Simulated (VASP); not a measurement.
Runs of VASP 6.6.1 on Ag. The structure is that of space group P6_3/mmc (No. 194), or close to it. The cells are those of the table. 

| task | cell | k mesh | cutoff (eV) | gap on the mesh (eV) | pressure (GPa) |
| --- | --- | --- | --- | --- | --- |
| single point | a = 2.854, b = 2.854, c = 9.439 Å, angles 90.0, 90.0, 120.0°, 4 atoms | 17 × 17 × 5 | 520 | none | (b) |
| single point | a = 2.735, b = 2.735, c = 9.045 Å, angles 90.0, 90.0, 120.0°, 4 atoms | 17 × 17 × 5 | 520 | none | 21.5 |
| single point | a = 2.854, b = 2.854, c = 9.439 Å, angles 90.0, 90.0, 120.0°, 4 atoms | 13 × 13 × 3 | 520 | none | -0.2 |
| single point | a = 2.892, b = 2.892, c = 9.563 Å, angles 90.0, 90.0, 120.0°, 4 atoms | 17 × 17 × 5 | 520 | none | (c) |
| single point | a = 2.929, b = 2.929, c = 9.684 Å, angles 90.0, 90.0, 120.0°, 4 atoms | 17 × 17 × 5 | 520 | none | -7.4 |
| single point | a = 2.964, b = 2.964, c = 9.803 Å, angles 90.0, 90.0, 120.0°, 4 atoms | 17 × 17 × 5 | 520 | none | (a) |
| relaxation of cell and atoms | relaxed from a = 2.886, b = 2.886, c = 10.000 Å, angles 90.0, 90.0, 120.0°, 4 atoms | 13 × 13 × 3 | 600 | none | 0.0 |
| single point | a = 2.776, b = 2.776, c = 9.180 Å, angles 90.0, 90.0, 120.0°, 4 atoms | 17 × 17 × 5 | 520 | none | 12.3 |
| single point | a = 2.816, b = 2.816, c = 9.312 Å, angles 90.0, 90.0, 120.0°, 4 atoms | 17 × 17 × 5 | 520 | none | 5.2 |

Alike in all rows: level PBEsol; potentials or basis VASP PAW PBE potentials, release 64 (Ag); no spin polarisation; smearing fermi-dirac 0.1 eV.

Question: Estimate the missing entries.

Answer: (a) -9.7; (b) -0.1; (c) -4.2.

Caveats: the PAW data sets were made with another functional, which shifts forces and pressure a little.

A k mesh can miss the band edges, and the runs leave out spin-orbit coupling on Ag.

A gap of «none» marks levels without a gap at the run's occupations.
